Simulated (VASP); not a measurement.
A run of VASP 6.6.1:

INCAR

```
PREC = Accurate
ENCUT = 520
EDIFF = 1E-8
ISMEAR = -1
SIGMA = 0.05
LREAL = F
LASPH = T
NELM = 100
ALGO = Normal
ISIF = 2
LWAVE = F
LCHARG = F
GGA = PS
LEFG = T
NBANDS = 18
```

File KPOINTS:

```
regular mesh
0
Gamma
  11 11 8
```

File POSCAR:

```
CuAu
1.0
    2.8507024026      0.0000000000      0.0000000000
    0.0000000000      2.8507024026      0.0000000000
    0.0000000000      0.0000000000      3.5816088600
Cu Au
1 1
Direct
    0.4100000000      0.4100000000      0.4100000000
    0.0900000000      0.0900000000      0.0900000000
```

Potentials or basis: VASP PAW PBE potentials, release 64 (Cu, Au).

Command:

```bash
$ cat potpaw_PBE.64/Cu/POTCAR potpaw_PBE.64/Au/POTCAR > POTCAR
$ mpirun -np 1 vasp_std > vasp.out
```

Hardware: 1 thread of Intel Xeon 8259CL (shared host).

Estimate the wall time of this run.

Run time: 3.3 min on 1 thread of Intel Xeon 8259CL (shared host), peak memory 0.27 GiB. Counts: scf iterations 17, k points 270.
